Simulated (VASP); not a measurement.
The system is Sn.

```
CELL_PARAMETERS angstrom
-2.91590 2.91590 1.59095
2.91590 -2.91590 1.59095
2.91590 2.91590 -1.59095
ATOMIC_POSITIONS crystal
Sn 0.75000 0.25000 0.50000
Sn 0.00000 0.00000 0.00000
```

| Quantity | Value |
| --- | --- |
| Program | VASP 6.6.1 |
| Task | relaxation of cell and atoms |
| Functional | LDA |
| Potentials or basis | VASP PAW LDA potentials, release 64 (Sn_d) |
| Cutoff | 600 eV |
| k mesh | 16 × 16 × 16 |
| Occupations | gaussian, width 0.05 eV |
| Spin | no spin polarisation |

At the start: pressure -1.8 GPa; volume 27.05 Å³/atom.

Q: How do energy, volume and symmetry change on relaxing?

A: Over 5 steps the energy falls by 5.5 meV/atom and the volume is 26.18 Å³/atom (-3.2 %); space group I4_1/amd (No. 141, to 0.1 Å) before and after.

The path:
| step | energy change (eV) | largest force (eV/Å) | pressure (GPa) | volume (Å³) |
| --- | --- | --- | --- | --- |
| 1 | 0.0000 | 0.0000 | -1.80 | 54.11 |
| 2 | -0.0093 | 0.0000 | 0.75 | 51.76 |
| 3 | -0.0106 | 0.0000 | 0.05 | 52.34 |
| 4 | -0.0109 | 0.0000 | 0.05 | 52.36 |
| 5 | -0.0110 | 0.0000 | 0.03 | 52.37 |

Final structure:
```
CELL_PARAMETERS angstrom
-2.89496 2.89496 1.56214
2.89496 -2.89496 1.56214
2.89496 2.89496 -1.56214
ATOMIC_POSITIONS crystal
Sn 0.75000 0.25000 0.50000
Sn 0.00000 0.00000 0.00000
```
